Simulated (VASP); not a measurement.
**TiH6: single point with PBE**

TiH6:

```
Ti H
1.0
     3.27291    0.00000    0.00000
     0.00000    3.27291    0.00000
     0.00000    0.00000    3.27291
Ti H
1 6
Direct
  0.50000 0.50000 0.50000
  0.64319 0.00000 0.00000
  0.35681 0.00000 0.00000
  0.00000 0.64319 0.00000
  0.00000 0.35681 0.00000
  0.00000 0.00000 0.64319
  0.00000 0.00000 0.35681
```

The cell was generated, and may not be a known phase.

```json
{
  "Program": "VASP 6.6.1",
  "Task": "single point",
  "Functional": "PBE",
  "Potentials or basis": "VASP PAW PBE potentials, release 64 (Ti_sv, H)",
  "Cutoff": "500 eV",
  "k mesh": "4 × 4 × 4",
  "Occupations": "gaussian, width 0.1 eV",
  "Spin": "no spin polarisation"
}
```

```yaml
Pressure: -0.3 GPa
Largest_force: 0.003 eV/Å
Band_gap_on_the_k_mesh: zero (bands 9 and 10 overlap by 2.64 eV)
```

Forces on the atoms (eV/Å):
```
Ti   0.000  0.000  0.000
H    0.003  0.000  0.000
H   -0.003  0.000  0.000
H    0.000  0.003  0.000
H    0.000 -0.003  0.000
H    0.000  0.000  0.003
H    0.000  0.000 -0.003
```

Levels at points of the mesh, in eV from the Fermi level:
| k point | band 5 | band 6 | band 7 | band 8 | band 9 | band 10 | band 11 | band 12 | band 13 | band 14 |
| --- | --- | --- | --- | --- | --- | --- | --- | --- | --- | --- |
| (0.00, 0.00, 0.00) | -14.76 | -6.03 | -6.03 | 1.44 | 1.44 | 1.44 | 1.47 | 1.47 | 1.54 | 1.54 |
| (0.50, 0.00, 0.00) | -12.61 | -10.10 | -4.80 | -1.04 | -0.70 | -0.70 | 1.57 | 2.05 | 4.93 | 5.21 |
| (0.50, 0.50, 0.00) | -10.95 | -8.88 | -8.88 | -2.02 | 0.38 | 0.38 | 1.53 | 2.15 | 2.84 | 3.91 |
| (0.50, 0.50, 0.50) | -9.01 | -9.01 | -9.01 | -5.56 | 1.93 | 1.93 | 1.93 | 2.22 | 2.22 | 2.77 |

Wall time 3.9 s on 1 thread of AMD EPYC 9R45 96-Core Processor (Zen 5), with other jobs on the host, peak memory 0.11 GiB.

Caveat: the k points lie up to 0.48 Å⁻¹ apart, too coarse for converged energies and pressures of a metal.
